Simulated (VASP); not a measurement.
# BaTiO3 (P4mm) in VASP: notebook

BaTiO3 is run at these levels: BLYP+D4, PBE; tasks: single point.

Program: VASP 6.6.1. These are calculated values, not measurements. Logs are shortened: lines on timing, memory, paths and dates and some standing lists are left out, and cuts for length are marked.

## (1) The cell of the first run

The structure is tetragonal, space group P4mm (No. 99). Conventional cell: a = 3.946 Å, b = 3.946 Å, c = 3.964 Å, α = 90.00°, β = 90.00°, γ = 90.00°. Within 3.6 Å of Ba (site symmetry 4mm) lie 12 O at 2.75 to 2.84 Å and 8 Ti at 3.40 to 3.45 Å. Ti (site symmetry 4mm) has 6 O at 1.87 to 2.10 Å within 2.5 Å. Within 2.6 Å of O (site symmetry 2mm) lie 2 Ti at 1.98 Å. O (site symmetry 4mm) has 2 Ti at 1.87 to 2.10 Å within 2.5 Å.

## (2) Single point, BLYP+D4

Contents of INCAR:

```
SYSTEM = BaTiO3
PREC = Accurate
ENCUT = 520
EDIFF = 1E-7
ISMEAR = -1
SIGMA = 0.05
LREAL = .False.
LASPH = .True.
NELM = 80
ALGO = Normal
ISIF = 2
LWAVE = .False.
LCHARG = .True.
GGA = B5
ALDAX = 1.0
AGGAX = 1.0
AGGAC = 1.0
ALDAC = 0.0
IVDW = 13
VDW_S6 = 1.0
VDW_S8 = 2.34076671
VDW_A1 = 0.44488865
VDW_A2 = 4.0933009
LELF = .True.
LVHAR = .True.
NBANDS = 28
```

Contents of KPOINTS:

```
regular mesh
0
Gamma
  7 7 7
  0 0 0
```

Contents of POSCAR:

```
BaTiO3
1.0
    3.9457420220      0.0000000000      0.0000000000
    0.0000000000      3.9457420220      0.0000000000
    0.0000000000      0.0000000000      3.9636960459
Ba Ti O
1 1 3
Direct
    0.0000000000      0.0000000000      0.0000000000
    0.5000000000      0.5000000000      0.4900000000
    0.0000000000      0.5000000000      0.5170000000
    0.5000000000      0.0000000000      0.5170000000
    0.5000000000      0.5000000000      0.0190000000
```

Potentials or basis: VASP PAW PBE potentials, release 64 (Ba_sv, Ti_sv, O).

The run is started by

```sh
$ cat potpaw_PBE.64/Ba_sv/POTCAR potpaw_PBE.64/Ti_sv/POTCAR potpaw_PBE.64/O/POTCAR > POTCAR
$ mpirun -np 1 vasp_std > vasp.out
```

OUTCAR:

```text
SYSTEM = BaTiO3
   PREC = Accurate
   ENCUT = 520
   EDIFF = 1E-7
   ISMEAR = -1
   LREAL = .False.
   LASPH = .True.
   NELM = 80
   ISIF = 2
   GGA = B5
   IVDW = 13

 ion  position               nearest neighbor table
   1  0.000  0.000  0.000-   3 2.75   4 2.75   3 2.75   4 2.75   5 2.79   5 2.79   5 2.79   5 2.79
                             4 2.84   3 2.84   4 2.84   3 2.84   2 3.40   2 3.40   2 3.40   2 3.40
   2  0.500  0.500  0.490-   5 1.87   4 1.98   3 1.98   4 1.98   3 1.98   5 2.10   1 3.40   1 3.40
                             1 3.40   1 3.40   1 3.45   1 3.45   1 3.45   1 3.45
   3  0.000  0.500  0.517-   2 1.98   2 1.98   1 2.75   1 2.75   1 2.84   1 2.84
   4  0.500  0.000  0.517-   2 1.98   2 1.98   1 2.75   1 2.75   1 2.84   1 2.84
   5  0.500  0.500  0.019-   2 1.87   2 2.10   1 2.79   1 2.79   1 2.79   1 2.79

  LATTYP: Found a simple tetragonal cell.
 ALAT       =     3.9457420220
 C/A-ratio  =     1.0045502275

  Lattice vectors:

 A1 = (   3.9457420220,   0.0000000000,   0.0000000000)
 A2 = (   0.0000000000,   3.9457420220,   0.0000000000)
 A3 = (   0.0000000000,   0.0000000000,   3.9636960459)

Analysis of symmetry for initial positions (statically):
=====================================================================
 Subroutine PRICEL returns:
 Original cell was already a primitive cell.

 Routine SETGRP: Setting up the symmetry group for a
 simple tetragonal supercell.

 Subroutine GETGRP returns: Found  8 space group operations
 (whereof  8 operations were pure point group operations)
 out of a pool of 16 trial point group operations.

The static configuration has the point symmetry C_4v.

Analysis of symmetry for dynamics (positions and initial velocities):
=====================================================================
 Subroutine PRICEL returns:
 Original cell was already a primitive cell.

 Routine SETGRP: Setting up the symmetry group for a
 simple tetragonal supercell.

 Subroutine GETGRP returns: Found  8 space group operations
 (whereof  8 operations were pure point group operations)
 out of a pool of 16 trial point group operations.

The dynamic configuration has the point symmetry C_4v.

 Subroutine INISYM returns: Found  8 space group operations
 (whereof  8 operations are pure point group operations),
 and found     1 'primitive' translations

----------------------------------------------------------------------------------------

                                     Primitive cell

  volume of cell :      61.7103

  direct lattice vectors                    reciprocal lattice vectors
     3.945742022  0.000000000  0.000000000     0.253437755  0.000000000  0.000000000
     0.000000000  3.945742022  0.000000000     0.000000000  0.253437755  0.000000000
     0.000000000  0.000000000  3.963696046     0.000000000  0.000000000  0.252289779

  length of vectors
     3.945742022  3.945742022  3.963696046     0.253437755  0.253437755  0.252289779

  position of ions in fractional coordinates (direct lattice)
     0.000000000  0.000000000  0.000000000
     0.500000000  0.500000000  0.490000000
     0.000000000  0.500000000  0.517000000
     0.500000000  0.000000000  0.517000000
     0.500000000  0.500000000  0.019000000

  ion indices of the primitive-cell ions
   primitive index   ion index
                 1           1
                 2           2
                 3           3
                 4           4
                 5           5

----------------------------------------------------------------------------------------

 KPOINTS: regular mesh

Automatic generation of k-mesh.
 Grid dimensions read from file:
 generate k-points for:    7    7    7

 Generating k-lattice:

  Cartesian coordinates                     Fractional coordinates (reciprocal lattice)
     0.036205394  0.000000000  0.000000000     0.142857143  0.000000000  0.000000000
     0.000000000  0.036205394  0.000000000     0.000000000  0.142857143  0.000000000
     0.000000000  0.000000000  0.036041397     0.000000000  0.000000000  0.142857143

  Length of vectors
     0.036205394  0.036205394  0.036041397

  Shift w.r.t. Gamma in fractional coordinates (k-lattice)
     0.000000000  0.000000000  0.000000000

 Subroutine IBZKPT returns following result:
 ===========================================

 Found     40 irreducible k-points:

 Following reciprocal coordinates:
            Coordinates               Weight
  0.000000  0.000000  0.000000      1.000000
  0.142857  0.000000  0.000000      4.000000
  0.285714  0.000000  0.000000      4.000000
  0.428571  0.000000  0.000000      4.000000
  0.142857  0.142857  0.000000      4.000000
  0.285714  0.142857  0.000000      8.000000
[... 16 lines left out ...]
  0.285714  0.000000  0.285714      8.000000
  0.428571  0.000000  0.285714      8.000000
 [... further k-points ...]
   k-points           NKPTS =     40   k-points in BZ     NKDIM =     40   number of bands    NBANDS=     28
   number of dos      NEDOS =    301   number of ions     NIONS =      5
   total plane-waves  NPLWV =  27000
   dimension x,y,z NGX =    30 NGY =   30 NGZ =   30
   dimension x,y,z NGXF=    60 NGYF=   60 NGZF=   60
   ions per type =               1   1   3
   NGX,Y,Z   is equivalent  to a cutoff of  12.64, 12.64, 12.58 a.u.
   NGXF,Y,Z  is equivalent  to a cutoff of  25.28, 25.28, 25.17 a.u.
 SYSTEM =  BaTiO3
   PREC   = accura    normal or accurate (medium, high low for compatibility)
   ISTART =      0    job   : 0-new  1-cont  2-samecut
   ICHARG =      2    charge: 1-file 2-atom 10-const
   ISPIN  =      1    spin polarized calculation?
   LNONCOLLINEAR =      F non collinear calculations
   LSORBIT =      F    spin-orbit coupling
   LASPH  =      T    aspherical Exc in radial PAW
   ENCUT  =  520.0 eV  38.22 Ry    6.18 a.u.   7.34  7.34  7.37*2*pi/ulx,y,z
   NELM   =     80;   NELMIN=  2; NELMDL= -5     # of ELM steps
   EDIFF  = 0.1E-06   stopping-criterion for ELM
   LREAL  =      F    real-space projection
   EDIFFG = 0.1E-05   stopping-criterion for IOM
   NSW    =      0    number of steps for IOM
   IBRION =     -1    ionic relax: 0-MD 1-quasi-New 2-CG
   NFREE  =      0    steps in history (QN), initial steepest desc. (CG)
   ISIF   =      2    stress and relaxation
   ISYM   =      2    0-nonsym 1-usesym 2-fastsym
   POTIM  = 0.5000    time-step for ionic-motion
   TEBEG  =    0.0;   TEEND  =   0.0 temperature during run
   PSTRESS=    0.0 pullay stress
   NELECT =      40.0000    total number of electrons
   NUPDOWN=      -1.0000    fix difference up-down
   EMIN   =  10.00;   EMAX   =-10.00  energy-range for DOS
   EFERMI =   0.00;   METHOD = LEGACY
   ISMEAR =    -1;   SIGMA  =   0.05  broadening in eV -4-tet -1-fermi 0-gaus
   EFERMI_NEDOS =   21; number of points for ismear=-14 and -15
   IALGO  =     38    algorithm
   IMIX   =      4    mixing-type and parameters
     AMIX     =   0.40;   BMIX     =  1.00
     AMIX_MAG =   1.60;   BMIX_MAG =  1.00
  volume/ion in A,a.u.               =      12.34        83.29
  Fermi-wavevector in a.u.,A,eV,Ry     =   1.416801  2.677366 27.311324  2.007326
  Thomas-Fermi vector in A             =   2.538098
   LORBIT       =      0    0 simple, 1 ext, 2 COOP (PROOUT), +10 PAW based schemes
   GGA     = B5    functional components
   LHFCALC =     F    Hartree Fock is set to
   AEXX    =    0.0000 exact exchange contribution
   IVDW    =    13    specifies the selected vdW correction
   LEPSILON=     F    determine dielectric tensor
   LRPA    =     F    only Hartree local field effects (RPA)
 non-spin polarized calculation
  energy-cutoff  :      520.00
  volume of cell :       61.71
 maximum number of plane-waves:      1687
 NGX is ok and might be reduce to    30
   NGX = 15   NGY = 15   NGZ = 15

 number of electron      39.9999986 magnetization

 Free energy of the ion-electron system (eV)
  ---------------------------------------------------
  ext. energy  EPLUGINS =         0.00000000
  ---------------------------------------------------
  free energy    TOTEN  =       -37.83143769 eV

  energy without entropy =      -37.83143769  energy(sigma->0) =      -37.83143769

 E-fermi :   5.4745     XC(G=0): -10.9224

 val. band max:        4.4185284795   @ k =   0.4286   0.4286   0.4286
 cond. band min:       6.3979828379   @ k =   0.0000   0.0000   0.0000
 fundamental gap:      1.9794543585
 Fermi energy:         5.4745353539

 k-point     1 :       0.0000    0.0000    0.0000
  band No.  band energies     occupation
      1     -51.7366      2.00000
      2     -28.1475      2.00000
      3     -28.1139      2.00000
      4     -28.1139      2.00000
      5     -20.2224      2.00000
      6     -12.3735      2.00000
[... 20 lines left out ...]
     27       9.8194      0.00000
     28      12.6124      0.00000

 k-point     2 :       0.1429    0.0000    0.0000
  band No.  band energies     occupation
      1     -51.7363      2.00000
      2     -28.1470      2.00000
      3     -28.1260      2.00000
      4     -28.1135      2.00000
      5     -20.1959      2.00000
      6     -12.4005      2.00000
[... 20 lines left out ...]
     27      10.2099      0.00000
     28      13.0894      0.00000

 k-point     3 :       0.2857    0.0000    0.0000
  band No.  band energies     occupation
      1     -51.7357      2.00000
      2     -28.1530      2.00000
      3     -28.1459      2.00000
      4     -28.1124      2.00000
      5     -20.1350      2.00000
      6     -12.5313      2.00000
[... 20 lines left out ...]
     27      11.2340      0.00000
     28      13.1237      0.00000

 k-point     4 :       0.4286    0.0000    0.0000
  band No.  band energies     occupation
      1     -51.7353      2.00000
      2     -28.1743      2.00000
      3     -28.1451      2.00000
      4     -28.1116      2.00000
      5     -20.0850      2.00000
      6     -12.6692      2.00000
[... 578 lines left out ...]
     27      11.6257      0.00000
     28      13.4014      0.00000

 k-point    23 :       0.2857    0.0000    0.2857
  band No.  band energies     occupation
      1     -51.7350      2.00000
      2     -28.1826      2.00000
      3     -28.1507      2.00000
      4     -28.1110      2.00000
      5     -20.0701      2.00000
      6     -12.3379      2.00000
[... 20 lines left out ...]
     27      12.6416      0.00000
     28      13.5023      0.00000

 k-point    24 :       0.4286    0.0000    0.2857
  band No.  band energies     occupation
      1     -51.7345      2.00000
      2     -28.1814      2.00000
      3     -28.1717      2.00000
      4     -28.1102      2.00000
      5     -20.0315      2.00000
      6     -12.3287      2.00000
[... 20 lines left out ...]
     27      13.3094      0.00000
     28      13.7627      0.00000

 [... further k-points ...]

------------------------ aborting loop because EDIFF is reached ----------------------------------------

  DFT-D4 for vdW energy calculation

  Edisp (eV):   -2.08387

  FORCE on cell =-STRESS in cart. coord.  units (eV):
  Direction    XX          YY          ZZ          XY          YZ          ZX
  --------------------------------------------------------------------------------------
  -------------------------------------------------------------------------------------
  Total       4.66970     4.66970     5.13783     0.00000    -0.00000     0.00000
  in kB     121.23895   121.23895   133.39286     0.00000    -0.00000     0.00000
  external pressure =      125.29 kB  Pullay stress =        0.00 kB

 VOLUME and BASIS-vectors are now :
 -----------------------------------------------------------------------------
  energy-cutoff  :      520.00
  volume of cell :       61.71
      direct lattice vectors                 reciprocal lattice vectors
     3.945742022  0.000000000  0.000000000     0.253437755  0.000000000  0.000000000
     0.000000000  3.945742022  0.000000000     0.000000000  0.253437755  0.000000000
     0.000000000  0.000000000  3.963696046     0.000000000  0.000000000  0.252289779

 POSITION                                       TOTAL-FORCE (eV/Angst)
 -----------------------------------------------------------------------------------
      0.00000      0.00000      0.00000         0.000000      0.000000      0.110109
      1.97287      1.97287      1.94221         0.000000     -0.000000      0.145589
      0.00000      1.97287      2.04923        -0.000000      0.000000     -0.109951
      1.97287      0.00000      2.04923         0.000000      0.000000     -0.109951
      1.97287      1.97287      0.07531         0.000000     -0.000000     -0.035796
 -----------------------------------------------------------------------------------
    total drift:                                0.000000      0.000000      0.000934

  FREE ENERGIE OF THE ION-ELECTRON SYSTEM (eV)
  ---------------------------------------------------
  free  energy   TOTEN  =       -39.9153085044 eV

  energy  without entropy=      -39.9153085041  energy(sigma->0) =      -39.91530850
```

It took 58 s on 1 thread of Intel Xeon 6975P-C (Granite Rapids), shared host; peak memory 0.21 GiB.

What came out:

| Quantity | Value |
| --- | --- |
| Free energy | -39.9153 eV |
| Pressure | 12.5 GPa |
| Largest force | 0.146 eV/Å |
| Band gap on the k mesh | 1.98 eV, indirect (least direct gap 2.13 eV) |
| Dispersion energy per atom | -0.417 eV |

Forces in eV/Å, atoms in the order of the input:
```
Ba   0.000  0.000  0.110
Ti   0.000  0.000  0.146
O    0.000  0.000 -0.110
O    0.000  0.000 -0.110
O    0.000  0.000 -0.036
```

Levels at points of the mesh, in eV from the valence-band top:
```tsv
k point	band 16	band 17	band 18	band 19	band 20	band 21	band 22	band 23	band 24	band 25
(0.00, 0.00, 0.00)	-1.18	-1.08	-0.16	-0.15	-0.15	1.98	2.21	2.21	4.30	4.39
```

Caveat: the PAW data sets were made with another functional, which shifts forces and pressure a little; spin-orbit coupling is left out, which moves the levels of the heavy elements. A k mesh can miss the band edges.

(Part 1 of 2 ends here.)
